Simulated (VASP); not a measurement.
# PtSe2 (R-3m) in VASP: a series of runs

The runs below take PtSe2 through single point, with PBE, r2SCAN.

All numbers are computed with VASP 6.6.1; they aren't measurements. Logs are shortened: lines on timing, memory, paths and dates and some standing lists are left out, and cuts for length are marked.

### 1 The cell of the first run

Symmetry: R-3m, No. 166, trigonal system. Conventional cell: a = 3.691 Å, b = 3.691 Å, c = 17.282 Å, α = 90.00°, β = 90.00°, γ = 120.00°. Within 3.3 Å of Pt (site symmetry -3m) lie 6 Se at 2.51 Å. Se (site symmetry 3m) has 3 Pt at 2.51 Å within 3.3 Å.

### 2 Single point, PBE

INCAR

```
ALGO = Normal
EDIFF = 1E-6
ENCUT = 520
GGA = PE
ISIF = 2
ISMEAR = 0
LASPH = True
LCHARG = True
LELF = True
LREAL = False
LVHAR = True
LWAVE = False
NBANDS = 18
NELM = 80
PREC = Accurate
SIGMA = 0.01
```

KPOINTS

```
k-points
0
Gamma
  8 8 8
```

POSCAR

```
PtSe2
1.0
    1.8457016919      1.0656163686      5.7607123305
   -1.8457016919      1.0656163686      5.7607123305
    0.0000000000     -2.1312327373      5.7607123305
Pt Se
1 2
Direct
    0.0000000000      0.0000000000      0.0000000000
    0.2567812153      0.2567812153      0.2567812153
    0.7432187847      0.7432187847      0.7432187847
```

Potentials or basis: VASP PAW PBE potentials, release 64 (Pt, Se).

Launch:

```sh
cat potpaw_PBE.64/Pt/POTCAR potpaw_PBE.64/Se/POTCAR > POTCAR
mpirun -np 1 vasp_std > vasp.out
```

OUTCAR:

```text
EDIFF = 1E-6
   ENCUT = 520
   GGA = PE
   ISIF = 2
   ISMEAR = 0
   LASPH = True
   LREAL = False
   NELM = 80
   PREC = Accurate

 ion  position               nearest neighbor table
   1  0.000  0.000  0.000-   3 2.51   2 2.51   3 2.51   3 2.51   2 2.51   2 2.51
   2  0.257  0.257  0.257-   1 2.51   1 2.51   1 2.51
   3  0.743  0.743  0.743-   1 2.51   1 2.51   1 2.51

  LATTYP: Found a trigonal (rhomboedric) cell.
 ALAT       =     6.1423089743
 COS(alpha) =     0.8194116630

  Lattice vectors:

 A1 = (   1.8457016919,   1.0656163686,   5.7607123305)
 A2 = (  -1.8457016919,   1.0656163686,   5.7607123305)
 A3 = (   0.0000000000,  -2.1312327373,   5.7607123305)

Analysis of symmetry for initial positions (statically):
=====================================================================
 Subroutine PRICEL returns:
 Original cell was already a primitive cell.

 Routine SETGRP: Setting up the symmetry group for a
 trigonal (rhombohedral) supercell.

 Subroutine GETGRP returns: Found 12 space group operations
 (whereof 12 operations were pure point group operations)
 out of a pool of 12 trial point group operations.

The static configuration has the point symmetry D_3d.

Analysis of symmetry for dynamics (positions and initial velocities):
=====================================================================
 Subroutine PRICEL returns:
 Original cell was already a primitive cell.

 Routine SETGRP: Setting up the symmetry group for a
 trigonal (rhombohedral) supercell.

 Subroutine GETGRP returns: Found 12 space group operations
 (whereof 12 operations were pure point group operations)
 out of a pool of 12 trial point group operations.

The dynamic configuration has the point symmetry D_3d.

 Subroutine INISYM returns: Found 12 space group operations
 (whereof 12 operations are pure point group operations),
 and found     1 'primitive' translations

----------------------------------------------------------------------------------------

                                     Primitive cell

  volume of cell :      67.9814

  direct lattice vectors                    reciprocal lattice vectors
     1.845701692  1.065616369  5.760712330     0.270899681  0.156404004  0.057863215
    -1.845701692  1.065616369  5.760712330    -0.270899681  0.156404004  0.057863215
     0.000000000 -2.131232737  5.760712330     0.000000000 -0.312808008  0.057863215

  length of vectors
     6.142308974  6.142308974  6.142308974     0.318114761  0.318114761  0.318114761

  position of ions in fractional coordinates (direct lattice)
     0.000000000  0.000000000  0.000000000
     0.256781215  0.256781215  0.256781215
     0.743218785  0.743218785  0.743218785

  ion indices of the primitive-cell ions
   primitive index   ion index
                 1           1
                 2           2
                 3           3

----------------------------------------------------------------------------------------

 KPOINTS: k-points

Automatic generation of k-mesh.
 Grid dimensions read from file:
 generate k-points for:    8    8    8

 Generating k-lattice:

  Cartesian coordinates                     Fractional coordinates (reciprocal lattice)
     0.033862460  0.019550500  0.007232902     0.125000000  0.000000000  0.000000000
    -0.033862460  0.019550500  0.007232902     0.000000000  0.125000000  0.000000000
     0.000000000 -0.039101001  0.007232902     0.000000000  0.000000000  0.125000000

  Length of vectors
     0.039764345  0.039764345  0.039764345

  Shift w.r.t. Gamma in fractional coordinates (k-lattice)
     0.000000000  0.000000000  0.000000000

 Subroutine IBZKPT returns following result:
 ===========================================

 Found     65 irreducible k-points:

 Following reciprocal coordinates:
            Coordinates               Weight
  0.000000  0.000000  0.000000      1.000000
  0.125000  0.000000  0.000000      6.000000
  0.250000  0.000000  0.000000      6.000000
  0.375000  0.000000  0.000000      6.000000
  0.500000  0.000000  0.000000      3.000000
  0.125000  0.125000  0.000000      6.000000
[... 16 lines left out ...]
  0.250000  0.125000  0.125000      6.000000
  0.375000  0.125000  0.125000      6.000000
 [... further k-points ...]
   k-points           NKPTS =     65   k-points in BZ     NKDIM =     65   number of bands    NBANDS=     18
   number of dos      NEDOS =    301   number of ions     NIONS =      3
   total plane-waves  NPLWV = 110592
   dimension x,y,z NGX =    48 NGY =   48 NGZ =   48
   dimension x,y,z NGXF=    96 NGYF=   96 NGZF=   96
   ions per type =               1   2
   NGX,Y,Z   is equivalent  to a cutoff of  12.99, 12.99, 12.99 a.u.
   NGXF,Y,Z  is equivalent  to a cutoff of  25.98, 25.98, 25.98 a.u.
 SYSTEM =  unknown system
   PREC   = accura    normal or accurate (medium, high low for compatibility)
   ISTART =      0    job   : 0-new  1-cont  2-samecut
   ICHARG =      2    charge: 1-file 2-atom 10-const
   ISPIN  =      1    spin polarized calculation?
   LNONCOLLINEAR =      F non collinear calculations
   LSORBIT =      F    spin-orbit coupling
   LASPH  =      T    aspherical Exc in radial PAW
   ENCUT  =  520.0 eV  38.22 Ry    6.18 a.u.  11.42 11.42 11.42*2*pi/ulx,y,z
   NELM   =     80;   NELMIN=  2; NELMDL= -5     # of ELM steps
   EDIFF  = 0.1E-05   stopping-criterion for ELM
   LREAL  =      F    real-space projection
   EDIFFG = 0.1E-04   stopping-criterion for IOM
   NSW    =      0    number of steps for IOM
   IBRION =     -1    ionic relax: 0-MD 1-quasi-New 2-CG
   NFREE  =      0    steps in history (QN), initial steepest desc. (CG)
   ISIF   =      2    stress and relaxation
   ISYM   =      2    0-nonsym 1-usesym 2-fastsym
   POTIM  = 0.5000    time-step for ionic-motion
   TEBEG  =    0.0;   TEEND  =   0.0 temperature during run
   PSTRESS=    0.0 pullay stress
   NELECT =      22.0000    total number of electrons
   NUPDOWN=      -1.0000    fix difference up-down
   EMIN   =  10.00;   EMAX   =-10.00  energy-range for DOS
   EFERMI =   0.00;   METHOD = LEGACY
   ISMEAR =     0;   SIGMA  =   0.01  broadening in eV -4-tet -1-fermi 0-gaus
   EFERMI_NEDOS =   21; number of points for ismear=-14 and -15
   IALGO  =     38    algorithm
   IMIX   =      4    mixing-type and parameters
     AMIX     =   0.40;   BMIX     =  1.00
     AMIX_MAG =   1.60;   BMIX_MAG =  1.00
  volume/ion in A,a.u.               =      22.66       152.92
  Fermi-wavevector in a.u.,A,eV,Ry     =   1.123964  2.123984 17.188177  1.263295
  Thomas-Fermi vector in A             =   2.260633
   LORBIT       =      0    0 simple, 1 ext, 2 COOP (PROOUT), +10 PAW based schemes
   GGA     = PE    functional components
   LHFCALC =     F    Hartree Fock is set to
   AEXX    =    0.0000 exact exchange contribution
   IVDW    =     0    specifies the selected vdW correction
   LEPSILON=     F    determine dielectric tensor
   LRPA    =     F    only Hartree local field effects (RPA)
 non-spin polarized calculation
 Gauss-broadening in eV      SIGMA  =   0.01
  energy-cutoff  :      520.00
  volume of cell :       67.98
 maximum number of plane-waves:      1845
 NGX is ok and might be reduce to    48
   NGX = 23   NGY = 23   NGZ = 23

 number of electron      22.0000000 magnetization

 Free energy of the ion-electron system (eV)
  ---------------------------------------------------
  ext. energy  EPLUGINS =         0.00000000
  ---------------------------------------------------
  free energy    TOTEN  =       -14.24702475 eV

  energy without entropy =      -14.24702475  energy(sigma->0) =      -14.24702475

 E-fermi :   4.9719     XC(G=0):  -9.9348

 val. band max:        4.8896200971   @ k =   0.0000   0.0000   0.0000
 cond. band min:       5.2694634475   @ k =  -0.2500   0.2500   0.0000
 fundamental gap:      0.3798433504
 Fermi energy:         4.9718604003

 k-point     1 :       0.0000    0.0000    0.0000
  band No.  band energies     occupation
      1      -9.9607      2.00000
      2      -7.8662      2.00000
      3      -1.4574      2.00000
      4      -0.8855      2.00000
      5      -0.8855      2.00000
      6       1.3604      2.00000
[... 10 lines left out ...]
     17      12.4639      0.00000
     18      15.7150      0.00000

 k-point     2 :       0.1250    0.0000    0.0000
  band No.  band energies     occupation
      1      -9.7865      2.00000
      2      -7.8975      2.00000
      3      -1.2631      2.00000
      4      -0.8474      2.00000
      5      -0.7883      2.00000
      6       1.1127      2.00000
[... 10 lines left out ...]
     17      13.1197      0.00000
     18      14.7380      0.00000

 k-point     3 :       0.2500    0.0000    0.0000
  band No.  band energies     occupation
      1      -9.3154      2.00000
      2      -7.9739      2.00000
      3      -1.0071      2.00000
      4      -0.5860      2.00000
      5      -0.4395      2.00000
      6       0.2160      2.00000
[... 10 lines left out ...]
     17      13.9566      0.00000
     18      14.4628      0.00000

 k-point     4 :       0.3750    0.0000    0.0000
  band No.  band energies     occupation
      1      -8.7345      2.00000
      2      -8.0593      2.00000
      3      -1.3713      2.00000
      4      -0.4847      2.00000
      5      -0.3184      2.00000
      6       0.3855      2.00000
[... 375 lines left out ...]
      4      -0.8824      2.00000
      5      -0.8824      2.00000
      6       1.3607      2.00000
[... 10 lines left out ...]
     17      12.5267      0.00000
     18      15.2203      0.00000

 k-point    23 :       0.2500    0.1250    0.1250
  band No.  band energies     occupation
      1      -9.7461      2.00000
      2      -7.9777      2.00000
      3      -1.1720      2.00000
      4      -0.7806      2.00000
      5      -0.7753      2.00000
      6       1.1173      2.00000
[... 10 lines left out ...]
     17      13.1118      0.00000
     18      14.4001      0.00000

 k-point    24 :       0.3750    0.1250    0.1250
  band No.  band energies     occupation
      1      -9.2678      2.00000
      2      -8.0453      2.00000
      3      -1.1160      2.00000
      4      -0.5742      2.00000
      5      -0.2345      2.00000
      6       0.2129      2.00000
[... 10 lines left out ...]
     17      13.8358      0.00000
     18      14.4507      0.00000

 [... further k-points ...]
[... 5 lines left out ...]
  --------------------------------------------------------------------------------------
  -------------------------------------------------------------------------------------
  Total        1.7387376      1.7387376      1.1147241      0.0000000     -0.0000000      0.0000000
  in kB       40.9783799     40.9783799     26.2716973      0.0000000     -0.0000000      0.0000000
  external PRESSURE =      36.0761524 kB  Pullay stress =       0.0000000 kB

 VOLUME and BASIS-vectors are now :
 -----------------------------------------------------------------------------
  energy-cutoff  :      520.00
  volume of cell :       67.98
      direct lattice vectors                 reciprocal lattice vectors
     1.845701692  1.065616369  5.760712330     0.270899681  0.156404004  0.057863215
    -1.845701692  1.065616369  5.760712330    -0.270899681  0.156404004  0.057863215
     0.000000000 -2.131232737  5.760712330     0.000000000 -0.312808008  0.057863215

 POSITION                                       TOTAL-FORCE (eV/Angst)
 -----------------------------------------------------------------------------------
      0.00000      0.00000      0.00000         0.000000     -0.000000      0.000000
      0.00000     -0.00000      4.43773        -0.000000      0.000000     -0.136082
      0.00000     -0.00000     12.84441        -0.000000     -0.000000      0.136082
 -----------------------------------------------------------------------------------
    total drift:                               -0.000000     -0.000000      0.000000

  FREE ENERGIE OF THE ION-ELECTRON SYSTEM (eV)
  ---------------------------------------------------
  free  energy   TOTEN  =       -14.2470247548 eV

  energy  without entropy=      -14.2470247548  energy(sigma->0) =      -14.24702475
```

It took 1.9 min on 1 thread of Intel Xeon Platinum 8488C (Sapphire Rapids), shared host; peak memory 0.34 GiB.

What came out:

- Free energy: -14.2470 eV
- Pressure: 3.6 GPa
- Largest force: 0.136 eV/Å
- Band gap on the k mesh: 0.38 eV, indirect (least direct gap 0.78 eV)

Forces in eV/Å, atoms in the order of the input:
```
Pt   0.000  0.000  0.000
Se   0.000  0.000 -0.136
Se   0.000  0.000  0.136
```

Stress tensor (GPa, compression positive):
```
4.10 0.00 0.00
0.00 4.10 0.00
0.00 0.00 2.63
```

Caveat: spin-orbit coupling is left out, which moves the levels of the heavy elements. A k mesh can miss the band edges.

### 3 Single point, r2SCAN

POSCAR is that of step 2.

INCAR.step1

```
SYSTEM = PtSe2
ALGO     = Normal         ! electronic algorithm
EDIFF    = 1E-4           ! SCF threshold, eV
ENCUT    = 520            ! plane-wave cutoff, eV
GGA      = PE             ! functional
ISMEAR   = 0              ! smearing method
LASPH    = .TRUE.         ! aspherical terms in the spheres
LCHARG   = .FALSE.        ! write CHGCAR
LREAL    = .FALSE.        ! projectors in reciprocal space
LWAVE    = .TRUE.         ! write WAVECAR
NBANDS   = 18             ! bands
NELM     = 100            ! most SCF steps
PREC     = Accurate       ! precision mode
SIGMA    = 0.01           ! smearing width, eV
```

INCAR.step2

```
SYSTEM = PtSe2
ALGO     = Normal         ! electronic algorithm
EDIFF    = 1E-6           ! SCF threshold, eV
ENCUT    = 520            ! plane-wave cutoff, eV
ISIF     = 2              ! what is computed and relaxed
ISMEAR   = 0              ! smearing method
ISTART   = 1            
LASPH    = .TRUE.         ! aspherical terms in the spheres
LCHARG   = .FALSE.        ! write CHGCAR
LMIXTAU  = .TRUE.       
LREAL    = .FALSE.        ! projectors in reciprocal space
LWAVE    = .FALSE.        ! write WAVECAR
METAGGA  = R2SCAN         ! meta-GGA
NBANDS   = 18             ! bands
NELM     = 100            ! most SCF steps
PREC     = Accurate       ! precision mode
SIGMA    = 0.01           ! smearing width, eV
```

KPOINTS

```
k-points
0
G
  8 8 8
  0 0 0
```

Potentials or basis: VASP PAW PBE potentials, release 64 (Pt, Se).

Launch:

```sh
cat potpaw_PBE.64/Pt/POTCAR potpaw_PBE.64/Se/POTCAR > POTCAR
cp INCAR.step1 INCAR
mpirun -np 1 vasp_std > vasp.out
cp INCAR.step2 INCAR
mpirun -np 1 vasp_std > vasp.out
```

OUTCAR:

```text
SYSTEM = PtSe2
   EDIFF = 1E-6
   ENCUT = 520
   ISIF = 2
   ISMEAR = 0
   ISTART = 1
   LASPH = .TRUE.
   LREAL = .FALSE.
   METAGGA = R2SCAN
   NELM = 100
   PREC = Accurate

 ion  position               nearest neighbor table
   1  0.000  0.000  0.000-   3 2.51   2 2.51   3 2.51   3 2.51   2 2.51   2 2.51
   2  0.257  0.257  0.257-   1 2.51   1 2.51   1 2.51
   3  0.743  0.743  0.743-   1 2.51   1 2.51   1 2.51

  LATTYP: Found a trigonal (rhomboedric) cell.
 ALAT       =     6.1423089743
 COS(alpha) =     0.8194116630

  Lattice vectors:

 A1 = (   1.8457016919,   1.0656163686,   5.7607123305)
 A2 = (  -1.8457016919,   1.0656163686,   5.7607123305)
 A3 = (   0.0000000000,  -2.1312327373,   5.7607123305)

Analysis of symmetry for initial positions (statically):
=====================================================================
 Subroutine PRICEL returns:
 Original cell was already a primitive cell.

 Routine SETGRP: Setting up the symmetry group for a
[... 162 lines left out ...]

 Free energy of the ion-electron system (eV)
  ---------------------------------------------------
  ext. energy  EPLUGINS =         0.00000000
  ---------------------------------------------------
  free energy    TOTEN  =       -81.48179046 eV

  energy without entropy =      -81.48179046  energy(sigma->0) =      -81.48179046

 E-fermi :   4.6978     XC(G=0): -10.5277

 val. band max:        4.6099572375   @ k =   0.0000   0.0000   0.0000
 cond. band min:       5.1252033608   @ k =  -0.2500   0.2500   0.0000
 fundamental gap:      0.5152461233
 Fermi energy:         4.6978084936

 k-point     1 :       0.0000    0.0000    0.0000
  band No.  band energies     occupation
      1     -10.7939      2.00000
      2      -8.6058      2.00000
      3      -1.9450      2.00000
      4      -1.3757      2.00000
      5      -1.3757      2.00000
      6       0.9146      2.00000
[... 481 lines left out ...]
      5      -0.6825      2.00000
      6      -0.2332      2.00000
[... 10 lines left out ...]
     17      14.1447      0.00000
     18      14.7137      0.00000

 [... further k-points ...]
[... 5 lines left out ...]
  --------------------------------------------------------------------------------------
  -------------------------------------------------------------------------------------
  Total        0.5758916      0.5758916      0.5124944      0.0000000     -0.0000000      0.0000000
  in kB       13.5725525     13.5725525     12.0784136      0.0000000     -0.0000000      0.0000000
  external PRESSURE =      13.0745062 kB  Pullay stress =       0.0000000 kB

 VOLUME and BASIS-vectors are now :
 -----------------------------------------------------------------------------
  energy-cutoff  :      520.00
  volume of cell :       67.98
      direct lattice vectors                 reciprocal lattice vectors
     1.845701692  1.065616369  5.760712330     0.270899681  0.156404004  0.057863215
    -1.845701692  1.065616369  5.760712330    -0.270899681  0.156404004  0.057863215
     0.000000000 -2.131232737  5.760712330     0.000000000 -0.312808008  0.057863215

 POSITION                                       TOTAL-FORCE (eV/Angst)
 -----------------------------------------------------------------------------------
      0.00000      0.00000      0.00000        -0.000000      0.000000     -0.000000
      0.00000     -0.00000      4.43773         0.000000     -0.000000      0.014439
      0.00000     -0.00000     12.84441         0.000000      0.000000     -0.014439
 -----------------------------------------------------------------------------------
    total drift:                               -0.000000     -0.000000      0.000000

  FREE ENERGIE OF THE ION-ELECTRON SYSTEM (eV)
  ---------------------------------------------------
  free  energy   TOTEN  =       -81.4817904628 eV

  energy  without entropy=      -81.4817904628  energy(sigma->0) =      -81.48179046
```

OUTCAR.step1:

```text
SYSTEM = PtSe2
   EDIFF = 1E-4
   ENCUT = 520
   GGA = PE
   ISMEAR = 0
[... 731 lines left out ...]
      0.00000      0.00000      0.00000         0.000000      0.000000     -0.000000
      0.00000     -0.00000      4.43773         0.000000      0.000000     -0.135496
      0.00000     -0.00000     12.84441         0.000000     -0.000000      0.135496
 -----------------------------------------------------------------------------------
    total drift:                               -0.000000     -0.000000      0.000000

  FREE ENERGIE OF THE ION-ELECTRON SYSTEM (eV)
  ---------------------------------------------------
  free  energy   TOTEN  =       -14.2470158651 eV

  energy  without entropy=      -14.2470158651  energy(sigma->0) =      -14.24701587
```

OSZICAR.step1:

```text
N       E                     dE             d eps       ncg     rms          rms(c)
DAV:   1     0.112257688043E+03    0.11226E+03   -0.10026E+04  2356   0.107E+03
DAV:   2    -0.972408640350E+01   -0.12198E+03   -0.11769E+03  2922   0.208E+02
DAV:   3    -0.150403650544E+02   -0.53163E+01   -0.52822E+01  2876   0.438E+01
DAV:   4    -0.150846080712E+02   -0.44243E-01   -0.44227E-01  2912   0.436E+00
DAV:   5    -0.150851782095E+02   -0.57014E-03   -0.57012E-03  2836   0.469E-01    0.126E+01
DAV:   6    -0.144551538408E+02    0.63002E+00   -0.38409E+00  2444   0.189E+01    0.712E+00
DAV:   7    -0.142671360593E+02    0.18802E+00   -0.78127E-01  2416   0.870E+00    0.374E+00
DAV:   8    -0.142491584844E+02    0.17978E-01   -0.47500E-02  2690   0.157E+00    0.751E-01
DAV:   9    -0.142467262065E+02    0.24323E-02   -0.77261E-03  2626   0.871E-01    0.178E-01
DAV:  10    -0.142470122279E+02   -0.28602E-03   -0.14157E-03  2698   0.236E-01    0.523E-02
DAV:  11    -0.142470158651E+02   -0.36372E-05   -0.59600E-05  1642   0.653E-02
   1 F= -.14247016E+02 E0= -.14247016E+02  d E =-.191530E-32
```

It took 6.3 min on 1 thread of Intel Xeon Platinum 8488C (Sapphire Rapids), shared host; peak memory 0.39 GiB.

Results:

```
Free energy            : -81.4818 eV
Pressure               : 1.3 GPa
Largest force          : 0.014 eV/Å
Band gap on the k mesh : 0.52 eV, indirect (least direct gap 0.99 eV)
```

Forces on the atoms (eV/Å):
```
Pt   0.000  0.000  0.000
Se   0.000  0.000  0.014
Se   0.000  0.000 -0.014
```

Caveat: the PAW data sets were made with another functional, which shifts forces and pressure a little; spin-orbit coupling is left out, which moves the levels of the heavy elements. A k mesh can miss the band edges.
